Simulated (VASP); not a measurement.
# BaTiO3 (Pm-3m) in VASP: notebook

The runs below take BaTiO3 through single point, with PBEsol.

All numbers are computed with VASP 6.6.1; they aren't measurements. Logs are shortened: lines on timing, memory, paths and dates and some standing lists are left out, and cuts for length are marked.

## 1. The cell of the first run

Symmetry: Pm-3m, No. 221, cubic system. The conventional cell has a = 4.041 Å, b = 4.041 Å, c = 4.041 Å, α = 90.00°, β = 90.00°, γ = 90.00°. Within 3.8 Å of Ba (site symmetry m-3m) lie 12 O at 2.86 Å and 8 Ti at 3.50 Å. Ti (site symmetry m-3m) has 6 O at 2.02 Å within 2.7 Å. O (site symmetry 4/mmm) has 2 Ti at 2.02 Å within 2.7 Å.

## 2. Single point, PBEsol

INCAR reads:

```
SYSTEM = BaTiO3
  PREC = Accurate
  ENCUT = 600
  EDIFF = 1E-6
  ISMEAR = 0
  SIGMA = 0.01
  LREAL = .FALSE.
  LASPH = .TRUE.
  NELM = 120
  ALGO = Normal
  ISIF = 2
  LWAVE = .FALSE.
  LCHARG = .TRUE.
  GGA = PS
  LELF = .TRUE.
  LVHAR = .TRUE.
  NBANDS = 28
  GGA_COMPAT = .FALSE.
```

KPOINTS reads:

```
regular mesh
0
G
  4 4 4
  0 0 0
```

POSCAR reads:

```
BaTiO3
1.0
    4.0412969729      0.0000000000      0.0000000000
    0.0000000000      4.0412969729      0.0000000000
    0.0000000000      0.0000000000      4.0412969729
Ba Ti O
1 1 3
Direct
    0.5000000000      0.5000000000      0.5000000000
    0.0000000000      0.0000000000      0.0000000000
    0.5000000000      0.0000000000      0.0000000000
    0.0000000000      0.5000000000      0.0000000000
    0.0000000000      0.0000000000      0.5000000000
```

Potentials or basis: VASP PAW PBE potentials, release 64 (Ba_sv, Ti_sv, O).

Run with:

```bash
> cat potpaw_PBE.64/Ba_sv/POTCAR potpaw_PBE.64/Ti_sv/POTCAR potpaw_PBE.64/O/POTCAR > POTCAR
> mpirun -np 1 vasp_std > vasp.out
```

OUTCAR:

```text
SYSTEM = BaTiO3
   PREC = Accurate
   ENCUT = 600
   EDIFF = 1E-6
   ISMEAR = 0
   LREAL = .FALSE.
   LASPH = .TRUE.
   NELM = 120
   ISIF = 2
   GGA = PS

 ion  position               nearest neighbor table
   1  0.500  0.500  0.500-   3 2.86   4 2.86   5 2.86   3 2.86   4 2.86   3 2.86   5 2.86   3 2.86
                             4 2.86   5 2.86   4 2.86   5 2.86   2 3.50   2 3.50   2 3.50   2 3.50
   2  0.000  0.000  0.000-   3 2.02   4 2.02   5 2.02   5 2.02   4 2.02   3 2.02   1 3.50   1 3.50
                             1 3.50   1 3.50   1 3.50   1 3.50   1 3.50   1 3.50
   3  0.500  0.000  0.000-   2 2.02   2 2.02   1 2.86   1 2.86   1 2.86   1 2.86
   4  0.000  0.500  0.000-   2 2.02   2 2.02   1 2.86   1 2.86   1 2.86   1 2.86
   5  0.000  0.000  0.500-   2 2.02   2 2.02   1 2.86   1 2.86   1 2.86   1 2.86

  LATTYP: Found a simple cubic cell.
 ALAT       =     4.0412969729

  Lattice vectors:

 A1 = (   4.0412969729,   0.0000000000,   0.0000000000)
 A2 = (   0.0000000000,   4.0412969729,   0.0000000000)
 A3 = (   0.0000000000,   0.0000000000,   4.0412969729)

Analysis of symmetry for initial positions (statically):
=====================================================================
 Subroutine PRICEL returns:
 Original cell was already a primitive cell.

 Routine SETGRP: Setting up the symmetry group for a
 simple cubic supercell.

 Subroutine GETGRP returns: Found 48 space group operations
 (whereof 48 operations were pure point group operations)
 out of a pool of 48 trial point group operations.

The static configuration has the point symmetry O_h .

Analysis of symmetry for dynamics (positions and initial velocities):
=====================================================================
 Subroutine PRICEL returns:
 Original cell was already a primitive cell.

 Routine SETGRP: Setting up the symmetry group for a
 simple cubic supercell.

 Subroutine GETGRP returns: Found 48 space group operations
 (whereof 48 operations were pure point group operations)
 out of a pool of 48 trial point group operations.

The dynamic configuration has the point symmetry O_h .

 Subroutine INISYM returns: Found 48 space group operations
 (whereof 48 operations are pure point group operations),
 and found     1 'primitive' translations

----------------------------------------------------------------------------------------

                                     Primitive cell

  volume of cell :      66.0028

  direct lattice vectors                    reciprocal lattice vectors
     4.041296973  0.000000000  0.000000000     0.247445314  0.000000000  0.000000000
     0.000000000  4.041296973  0.000000000     0.000000000  0.247445314  0.000000000
     0.000000000  0.000000000  4.041296973     0.000000000  0.000000000  0.247445314

  length of vectors
     4.041296973  4.041296973  4.041296973     0.247445314  0.247445314  0.247445314

  position of ions in fractional coordinates (direct lattice)
     0.500000000  0.500000000  0.500000000
     0.000000000  0.000000000  0.000000000
     0.500000000  0.000000000  0.000000000
     0.000000000  0.500000000  0.000000000
     0.000000000  0.000000000  0.500000000

  ion indices of the primitive-cell ions
   primitive index   ion index
                 1           1
                 2           2
                 3           3
                 4           4
                 5           5

----------------------------------------------------------------------------------------

 KPOINTS: regular mesh

Automatic generation of k-mesh.
 Grid dimensions read from file:
 generate k-points for:    4    4    4

 Generating k-lattice:

  Cartesian coordinates                     Fractional coordinates (reciprocal lattice)
     0.061861329  0.000000000  0.000000000     0.250000000  0.000000000  0.000000000
     0.000000000  0.061861329  0.000000000     0.000000000  0.250000000  0.000000000
     0.000000000  0.000000000  0.061861329     0.000000000  0.000000000  0.250000000

  Length of vectors
     0.061861329  0.061861329  0.061861329

  Shift w.r.t. Gamma in fractional coordinates (k-lattice)
     0.000000000  0.000000000  0.000000000

 Subroutine IBZKPT returns following result:
 ===========================================

 Found     10 irreducible k-points:

 Following reciprocal coordinates:
            Coordinates               Weight
  0.000000  0.000000  0.000000      1.000000
  0.250000  0.000000  0.000000      6.000000
  0.500000  0.000000  0.000000      3.000000
  0.250000  0.250000  0.000000     12.000000
  0.500000  0.250000  0.000000     12.000000
  0.500000  0.500000  0.000000      3.000000
  0.250000  0.250000  0.250000      8.000000
  0.500000  0.250000  0.250000     12.000000
  0.500000  0.500000  0.250000      6.000000
  0.500000  0.500000  0.500000      1.000000
   k-points           NKPTS =     10   k-points in BZ     NKDIM =     10   number of bands    NBANDS=     28
   number of dos      NEDOS =    301   number of ions     NIONS =      5
   total plane-waves  NPLWV =  32768
   dimension x,y,z NGX =    32 NGY =   32 NGZ =   32
   dimension x,y,z NGXF=    64 NGYF=   64 NGZF=   64
   ions per type =               1   1   3
   NGX,Y,Z   is equivalent  to a cutoff of  13.16, 13.16, 13.16 a.u.
   NGXF,Y,Z  is equivalent  to a cutoff of  26.33, 26.33, 26.33 a.u.
 SYSTEM =  BaTiO3
   PREC   = accura    normal or accurate (medium, high low for compatibility)
   ISTART =      0    job   : 0-new  1-cont  2-samecut
   ICHARG =      2    charge: 1-file 2-atom 10-const
   ISPIN  =      1    spin polarized calculation?
   LNONCOLLINEAR =      F non collinear calculations
   LSORBIT =      F    spin-orbit coupling
   LASPH  =      T    aspherical Exc in radial PAW
   ENCUT  =  600.0 eV  44.10 Ry    6.64 a.u.   8.07  8.07  8.07*2*pi/ulx,y,z
   NELM   =    120;   NELMIN=  2; NELMDL= -5     # of ELM steps
   EDIFF  = 0.1E-05   stopping-criterion for ELM
   LREAL  =      F    real-space projection
   EDIFFG = 0.1E-04   stopping-criterion for IOM
   NSW    =      0    number of steps for IOM
   IBRION =     -1    ionic relax: 0-MD 1-quasi-New 2-CG
   NFREE  =      0    steps in history (QN), initial steepest desc. (CG)
   ISIF   =      2    stress and relaxation
   ISYM   =      2    0-nonsym 1-usesym 2-fastsym
   POTIM  = 0.5000    time-step for ionic-motion
   TEBEG  =    0.0;   TEEND  =   0.0 temperature during run
   PSTRESS=    0.0 pullay stress
   NELECT =      40.0000    total number of electrons
   NUPDOWN=      -1.0000    fix difference up-down
   EMIN   =  10.00;   EMAX   =-10.00  energy-range for DOS
   EFERMI =   0.00;   METHOD = LEGACY
   ISMEAR =     0;   SIGMA  =   0.01  broadening in eV -4-tet -1-fermi 0-gaus
   EFERMI_NEDOS =   21; number of points for ismear=-14 and -15
   IALGO  =     38    algorithm
   IMIX   =      4    mixing-type and parameters
     AMIX     =   0.40;   BMIX     =  1.00
     AMIX_MAG =   1.60;   BMIX_MAG =  1.00
  volume/ion in A,a.u.               =      13.20        89.08
  Fermi-wavevector in a.u.,A,eV,Ry     =   1.385396  2.618020 26.113978  1.919323
  Thomas-Fermi vector in A             =   2.509810
   LORBIT       =      0    0 simple, 1 ext, 2 COOP (PROOUT), +10 PAW based schemes
   GGA     = PS    functional components
   LHFCALC =     F    Hartree Fock is set to
   AEXX    =    0.0000 exact exchange contribution
   IVDW    =     0    specifies the selected vdW correction
   LEPSILON=     F    determine dielectric tensor
   LRPA    =     F    only Hartree local field effects (RPA)
 non-spin polarized calculation
 Gauss-broadening in eV      SIGMA  =   0.01
  energy-cutoff  :      600.00
  volume of cell :       66.00
 maximum number of plane-waves:      2272
   NGX = 17   NGY = 17   NGZ = 17

 number of electron      40.0000017 magnetization

 Free energy of the ion-electron system (eV)
  ---------------------------------------------------
  ext. energy  EPLUGINS =         0.00000000
  ---------------------------------------------------
  free energy    TOTEN  =       -41.91137066 eV

  energy without entropy =      -41.91137066  energy(sigma->0) =      -41.91137066

 E-fermi :   3.6158     XC(G=0): -11.3655

 val. band max:        3.4723874045   @ k =   0.5000   0.5000   0.5000
 cond. band min:       5.0997564861   @ k =   0.0000   0.0000   0.0000
 fundamental gap:      1.6273690816
 Fermi energy:         3.6157990599

 k-point     1 :       0.0000    0.0000    0.0000
  band No.  band energies     occupation
      1     -53.0427      2.00000
      2     -29.3494      2.00000
      3     -29.3494      2.00000
      4     -29.3494      2.00000
      5     -21.3551      2.00000
      6     -13.2758      2.00000
[... 20 lines left out ...]
     27       8.3563      0.00000
     28      10.3456      0.00000

 k-point     2 :       0.2500    0.0000    0.0000
  band No.  band energies     occupation
      1     -53.0422      2.00000
      2     -29.3725      2.00000
      3     -29.3485      2.00000
      4     -29.3485      2.00000
      5     -21.3033      2.00000
      6     -13.3300      2.00000
[... 20 lines left out ...]
     27       9.4454      0.00000
     28      11.6552      0.00000

 k-point     3 :       0.5000    0.0000    0.0000
  band No.  band energies     occupation
      1     -53.0418      2.00000
      2     -29.3955      2.00000
      3     -29.3476      2.00000
      4     -29.3476      2.00000
      5     -21.2503      2.00000
      6     -13.4633      2.00000
[... 20 lines left out ...]
     27      10.8105      0.00000
     28      11.4887      0.00000

 k-point     4 :       0.2500    0.2500    0.0000
  band No.  band energies     occupation
      1     -53.0418      2.00000
      2     -29.3717      2.00000
      3     -29.3710      2.00000
      4     -29.3477      2.00000
      5     -21.2602      2.00000
      6     -13.2243      2.00000
[... 20 lines left out ...]
     27      10.5201      0.00000
     28      11.7326      0.00000

 k-point     5 :       0.5000    0.2500    0.0000
  band No.  band energies     occupation
      1     -53.0414      2.00000
      2     -29.3940      2.00000
      3     -29.3702      2.00000
      4     -29.3468      2.00000
      5     -21.2161      2.00000
      6     -13.2131      2.00000
[... 20 lines left out ...]
     27      11.8176      0.00000
     28      11.9412      0.00000

 k-point     6 :       0.5000    0.5000    0.0000
  band No.  band energies     occupation
      1     -53.0409      2.00000
      2     -29.3926      2.00000
      3     -29.3926      2.00000
      4     -29.3460      2.00000
      5     -21.1813      2.00000
      6     -12.8954      2.00000
[... 20 lines left out ...]
     27      11.4720      0.00000
     28      13.1021      0.00000

 k-point     7 :       0.2500    0.2500    0.2500
  band No.  band energies     occupation
      1     -53.0414      2.00000
      2     -29.3708      2.00000
      3     -29.3700      2.00000
      4     -29.3700      2.00000
      5     -21.2224      2.00000
      6     -13.0576      2.00000
[... 20 lines left out ...]
     27      10.7228      0.00000
     28      11.3255      0.00000

 k-point     8 :       0.5000    0.2500    0.2500
  band No.  band energies     occupation
      1     -53.0409      2.00000
      2     -29.3927      2.00000
      3     -29.3694      2.00000
      4     -29.3691      2.00000
      5     -21.1840      2.00000
      6     -12.9635      2.00000
[... 20 lines left out ...]
     27      11.5182      0.00000
     28      11.5707      0.00000

 k-point     9 :       0.5000    0.5000    0.2500
  band No.  band energies     occupation
      1     -53.0405      2.00000
      2     -29.3915      2.00000
      3     -29.3915      2.00000
      4     -29.3683      2.00000
      5     -21.1514      2.00000
      6     -12.6455      2.00000
[... 20 lines left out ...]
     27      11.2850      0.00000
     28      11.2850      0.00000

 k-point    10 :       0.5000    0.5000    0.5000
  band No.  band energies     occupation
      1     -53.0401      2.00000
      2     -29.3904      2.00000
      3     -29.3904      2.00000
      4     -29.3904      2.00000
      5     -21.1212      2.00000
      6     -12.3768      2.00000
[... 20 lines left out ...]
     27      10.8676      0.00000
     28      10.8676      0.00000

------------------------ aborting loop because EDIFF is reached ----------------------------------------

  FORCE on cell =-STRESS in cart. coord.  units (eV):
  Direction    XX          YY          ZZ          XY          YZ          ZX
  --------------------------------------------------------------------------------------
  -------------------------------------------------------------------------------------
  Total       -2.8831874     -2.8831874     -2.8831874     -0.0000000      0.0000000     -0.0000000
  in kB      -69.9876092    -69.9876092    -69.9876092     -0.0000000      0.0000000     -0.0000000
  external PRESSURE =     -69.9876092 kB  Pullay stress =       0.0000000 kB

 VOLUME and BASIS-vectors are now :
 -----------------------------------------------------------------------------
  energy-cutoff  :      600.00
  volume of cell :       66.00
      direct lattice vectors                 reciprocal lattice vectors
     4.041296973  0.000000000  0.000000000     0.247445314  0.000000000  0.000000000
     0.000000000  4.041296973  0.000000000     0.000000000  0.247445314  0.000000000
     0.000000000  0.000000000  4.041296973     0.000000000  0.000000000  0.247445314

 POSITION                                       TOTAL-FORCE (eV/Angst)
 -----------------------------------------------------------------------------------
      2.02065      2.02065      2.02065         0.000000      0.000000      0.000000
      0.00000      0.00000      0.00000         0.000000      0.000000      0.000000
      2.02065      0.00000      0.00000         0.000000      0.000000      0.000000
      0.00000      2.02065      0.00000         0.000000      0.000000      0.000000
      0.00000      0.00000      2.02065         0.000000      0.000000      0.000000
 -----------------------------------------------------------------------------------
    total drift:                                0.000000      0.000000     -0.000000

  FREE ENERGIE OF THE ION-ELECTRON SYSTEM (eV)
  ---------------------------------------------------
  free  energy   TOTEN  =       -41.9113706609 eV

  energy  without entropy=      -41.9113706609  energy(sigma->0) =      -41.91137066
```

It took 41 s on 1 thread of Intel Xeon 8259CL, shared host; peak memory 0.19 GiB.

What came out:

```yaml
Free_energy: -41.9114 eV
Pressure: -7.0 GPa
Band_gap_on_the_k_mesh: 1.63 eV, indirect (least direct gap 1.80 eV)
```

Caveat: the PAW data sets were made with another functional, which shifts forces and pressure a little; spin-orbit coupling is left out, which moves the levels of the heavy elements.

## 3. Single point, PBEsol

This run uses another cell than the first one, of 13.54 Å³/atom, 1.026 times its volume.

INCAR reads:

```
SYSTEM = BaTiO3
PREC     = Accurate       ! precision mode
ENCUT    = 600            ! plane-wave cutoff, eV
EDIFF    = 1E-6           ! SCF threshold, eV
ISMEAR   = 0              ! smearing method
SIGMA    = 0.01           ! smearing width, eV
LREAL    = .FALSE.        ! projectors in reciprocal space
LASPH    = .TRUE.         ! aspherical terms in the spheres
NELM     = 120            ! most SCF steps
ALGO     = Normal         ! electronic algorithm
ISIF     = 2              ! what is computed and relaxed
LWAVE    = .FALSE.        ! write WAVECAR
LCHARG   = .FALSE.        ! write CHGCAR
GGA      = PS             ! functional
NBANDS   = 28             ! bands
GGA_COMPAT= .FALSE.
```

KPOINTS reads:

```
Automatic mesh
0
G
  4 4 4
  0 0 0
```

POSCAR, as its differences from that of step 2:

```diff
@@ -2,5 +2,5 @@
 1.0
-    4.0412969729      0.0000000000      0.0000000000
-    0.0000000000      4.0412969729      0.0000000000
-    0.0000000000      0.0000000000      4.0412969729
+    4.0759879141      0.0000000000      0.0000000000
+    0.0000000000      4.0759879141      0.0000000000
+    0.0000000000      0.0000000000      4.0759879141
 Ba Ti O
```

Potentials or basis: VASP PAW PBE potentials, release 64 (Ba_sv, Ti_sv, O).

Run with:

```bash
> cat potpaw_PBE.64/Ba_sv/POTCAR potpaw_PBE.64/Ti_sv/POTCAR potpaw_PBE.64/O/POTCAR > POTCAR
> mpirun -np 1 vasp_std > vasp.out
```

Run time: 57 s. Hardware: 1 thread of Intel Xeon 8259CL, shared host; peak memory 0.21 GiB.

Results (log left out):

```
Free energy            : -41.8200 eV
Pressure               : -10.5 GPa
Band gap on the k mesh : 1.58 eV, indirect (least direct gap 1.77 eV)
```

Levels at points of the mesh, in eV from the valence-band top:
```csv
k point,band 18,band 19,band 20,band 21,band 22,band 23
"(0.00, 0.00, 0.00)",-0.19,-0.19,-0.19,1.58,1.58,1.58
"(0.50, 0.00, 0.00)",-1.79,-0.72,-0.72,1.72,3.21,3.21
"(0.50, 0.50, 0.00)",-0.90,-0.90,-0.08,3.21,3.21,3.60
"(0.50, 0.50, 0.50)",0.00,0.00,0.00,3.82,3.82,3.82
```

Caveat: the PAW data sets were made with another functional, which shifts forces and pressure a little; spin-orbit coupling is left out, which moves the levels of the heavy elements. A k mesh can miss the band edges.

(Part 1 of 2 ends here.)
